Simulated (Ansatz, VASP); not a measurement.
## HfSiO4: VASP beside Ansatz

```
Hf Si O
1.0
     0.00000    3.51512    3.87230
     2.56793    0.00000    3.87230
     2.56793    3.51512    0.00000
Hf Si O
1 1 4
Direct
  0.75000 0.75000 0.75000
  0.50000 0.50000 0.50000
  0.73784 0.26216 0.73784
  0.26216 0.73784 0.26216
  0.71814 0.71814 0.28186
  0.28186 0.28186 0.71814
```

Alike in both runs: functional PBE; k mesh 8 × 8 × 8; occupations gaussian, width 0.02 eV; no spin polarisation.

Ansatz relaxed the structure, and its values are those at the end. VASP's run is a single point on that final structure, the one shown.

```csv
,VASP,Ansatz
version,VASP 6.6.1,Ansatz 0.2.0
potentials or method,"VASP PAW PBE potentials, release 64 (Hf_pv, Si, O), cutoff 520 eV","scalar-relativistic, plane waves, PAW"
valence electrons in the cell,38,54
```

```tsv
	VASP	Ansatz	Ansatz less VASP
gap on the k mesh at the Fermi level (eV)	0.93	0.97	+0.033
least direct gap on the mesh (eV)	0.93	0.97	+0.033
pressure (GPa)	-1.2	0.0	+1.24
rms of the force components (eV/Å)	0.042	0.000	-0.0420
```

VASP's potentials hold 38 valence electrons a cell and Ansatz's 54, so a difference there can come from the potentials and not from the codes.

Neither program's run includes spin-orbit coupling.
